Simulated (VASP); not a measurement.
Wanted: the native input for a VASP 6.6.1 run.

```yaml
Task: single point
Functional: r2SCAN
Potentials_or_basis: VASP PAW PBE potentials, release 64 (K_sv, Br)
Cutoff: 520 eV
k_mesh: 6 × 6 × 4
Occupations: gaussian, width 0.01 eV
Spin: no spin polarisation
Dipole_correction: no
Further_INCAR_settings: ALGO = Normal; EDIFF = 1e-06; NBANDS = 24
```

The system is KBr.

```
CELL_PARAMETERS angstrom
5.61812 0.00000 0.00000
-2.80906 4.86544 0.00000
0.00000 0.00000 6.55360
ATOMIC_POSITIONS crystal
K 0.33333 0.66667 0.25000
K 0.66667 0.33333 0.75000
Br 0.66667 0.33333 0.25000
Br 0.33333 0.66667 0.75000
```

These files were run (other wordings do the same):

POSCAR

```
KBr
1.0
    5.6181215190      0.0000000000      0.0000000000
   -2.8090607595      4.8654359570      0.0000000000
    0.0000000000      0.0000000000      6.5535957913
K Br
2 2
Direct
    0.3333333333      0.6666666667      0.2500000000
    0.6666666667      0.3333333333      0.7500000000
    0.6666666667      0.3333333333      0.2500000000
    0.3333333333      0.6666666667      0.7500000000
```

INCAR.step1

```
SYSTEM = KBr
PREC = Accurate ; ENCUT = 520
ISMEAR = 0 ; SIGMA = 0.01
LREAL = .FALSE. ; LASPH = .TRUE.
NELM = 100 ; NBANDS = 24
GGA = PE ; ALGO = Normal
EDIFF = 1E-4 ; LWAVE = .TRUE.
LCHARG = .FALSE.
```

INCAR.step2

```
SYSTEM = KBr
PREC = Accurate ; ENCUT = 520
EDIFF = 1E-6 ; ISMEAR = 0
SIGMA = 0.01 ; LREAL = .FALSE.
LASPH = .TRUE. ; NELM = 100
ALGO = Normal ; ISIF = 2
LWAVE = .FALSE. ; LCHARG = .FALSE.
METAGGA = R2SCAN ; LMIXTAU = .TRUE.
NBANDS = 24 ; ISTART = 1
```

KPOINTS

```
regular mesh
0
G
  6 6 4
  0 0 0
```

Potentials or basis: VASP PAW PBE potentials, release 64 (K_sv, Br).

Run with:

```console
$ cat potpaw_PBE.64/K_sv/POTCAR potpaw_PBE.64/Br/POTCAR > POTCAR
$ cp INCAR.step1 INCAR
$ mpirun -np 1 vasp_std > vasp.out
$ cp INCAR.step2 INCAR
$ mpirun -np 1 vasp_std > vasp.out
```

It gave:

* Pressure: 0.0 GPa
* Band gap on the k mesh: 4.77 eV, direct

Caveat: the PAW data sets were made with another functional, which shifts forces and pressure a little.

Wall time 2.6 min on 1 thread of Intel(R) Xeon(R) 6975P-C (Granite Rapids) (shared host), peak memory 0.35 GiB.
